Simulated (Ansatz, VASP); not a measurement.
## Se in VASP and in Ansatz

File INCAR:

```
SYSTEM = Se
  PREC = Accurate
  ENCUT = 520
  EDIFF = 1E-6
  ISMEAR = -1
  SIGMA = 0.05
  LREAL = .FALSE.
  LASPH = .TRUE.
  NELM = 150
  ALGO = Normal
  ISIF = 2
  LWAVE = .FALSE.
  LCHARG = .TRUE.
  LNONCOLLINEAR = .TRUE.
  MAGMOM = 0 0 0 0 0 0 0 0 0
  LORBIT = 11
  LSORBIT = .TRUE.
  GGA_COMPAT = .FALSE.
  LORBMOM = .TRUE.
  GGA = PE
  LVHAR = .TRUE.
  NBANDS = 31
```

Contents of KPOINTS:

```
Automatic mesh
0
G
  7 7 6
  0 0 0
```

Contents of POSCAR:

```
Se
1.0
    4.3662000000      0.0000000000      0.0000000000
   -2.1831000000      3.7812401180      0.0000000000
    0.0000000000      0.0000000000      4.9536000000
Se
3
Direct
    0.7746000000      0.7746000000      0.0000000000
    0.0000000000      0.2254000000      0.6666666667
    0.2254000000      0.0000000000      0.3333333333
```

Contents of input.yaml:

```yaml
crystal:
  lattice:
    - [4.3662, 0.0, 0.0]
    - [-2.1831, 3.781240118, 0.0]
    - [0.0, 0.0, 4.9536]
  atoms:
    - { symbol: Se, position: [0.7746, 0.7746, 0.0] }
    - { symbol: Se, position: [0.0, 0.2254, 0.6666666667] }
    - { symbol: Se, position: [0.2254, 0.0, 0.3333333333] }
hamiltonian:
  xc: pbe
  pseudopotentials: { kind: paw_fr }
magnetization:
  noncollinear: true
  spin_orbit: true
kpoints:
  mp_grid: { grid: [7, 7, 6] }
  band_path:
    path:
      - [[0.0, 0.0, 0.0], [0.5, 0.0, 0.0], [0.3333333333, 0.3333333333, 0.0], [0.0, 0.0, 0.0], [0.0, 0.0, 0.5], [0.5, 0.0, 0.5], [0.3333333333, 0.3333333333, 0.5], [0.0, 0.0, 0.5]]
      - [[0.5, 0.0, 0.5], [0.5, 0.0, 0.0]]
      - [[0.3333333333, 0.3333333333, 0.0], [0.3333333333, 0.3333333333, 0.5]]
    npoints: 14
scf:
  occupations: { method: fermi_dirac, width: 0.05 }
  n_extra_bands: 7
output:
  forces: true
  stress: true
  eigenvalues: true
  fatbands: false
```

Alike in both runs: functional PBE; k mesh 7 × 7 × 6; occupations fermi-dirac, width 0.05 eV; non-collinear spin, spin-orbit coupling.

|  | VASP | Ansatz |
| --- | --- | --- |
| version | VASP 6.6.1 | Ansatz 0.2.0 |
| potentials or method | VASP PAW PBE potentials, release 64 (Se) | Ansatz PAW |
| plane-wave cutoff (eV) | 520 | 420 |
| valence electrons in the cell | 18 | 48 |
| task | single point | band structure |

```tsv
	VASP	Ansatz	Ansatz less VASP
pressure (GPa)	3.0	2.8	-0.14
traceless stress, the component that is largest in VASP (GPa)	1.26	1.21	-0.048
rms of the force components (eV/Å)	0.259	0.239	-0.0194
```

Atom by atom the forces differ by 0.019 eV/Å (rms over components). With one functional, cell and mesh, what is left measures potentials, basis and numerics. VASP's potentials hold 18 valence electrons a cell and Ansatz's 48, so a difference there can come from the potentials and not from the codes.

Noted on Ansatz's run: the k mesh misses the band edges, so the gap on the mesh is wider than the one along the path.
